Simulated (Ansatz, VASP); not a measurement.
**Two plane-wave programs on RbSb4As3**

```
Rb Sb As
1.0
     4.56734    0.00000    0.00000
    -2.28367    3.95544    0.00000
    -2.28367    1.31848   12.56890
Rb Sb As
1 4 3
Direct
  0.50000 0.50000 0.50000
  0.08647 0.91353 0.25941
  0.91353 0.08647 0.74059
  0.30242 0.69758 0.90726
  0.69758 0.30242 0.09274
  0.23100 0.76900 0.69300
  0.76900 0.23100 0.30700
  0.00000 0.00000 0.00000
```

Alike in both runs: task single point; functional PBE; k mesh 8 × 8 × 8; no spin polarisation.

|  | VASP | Ansatz |
| --- | --- | --- |
| version | VASP 6.6.1 | Ansatz 0.2.0 |
| potentials or method | VASP PAW PBE potentials, release 64 (Rb_sv, Sb, As), cutoff 520 eV | PAW plane waves |
| occupations | fermi-dirac, width 0.1 eV | fermi-dirac |
| valence electrons in the cell | 44 | 114 |

VASP gave:

- pressure (GPa): 7.9
- traceless stress, the component that is largest in VASP (GPa): -1.83
- rms of the force components (eV/Å): 0.325

What did Ansatz give for the same quantities?

Pressure (GPa): 7.8; traceless stress, the component that is largest in VASP (GPa): -1.83; rms of the force components (eV/Å): 0.316.

Atom by atom the forces differ by 0.011 eV/Å (rms over components). VASP's potentials hold 44 valence electrons a cell and Ansatz's 114, so a difference there can come from the potentials and not from the codes. Ansatz's warnings: structure snapped to symmetry.

Spin-orbit coupling is off throughout.
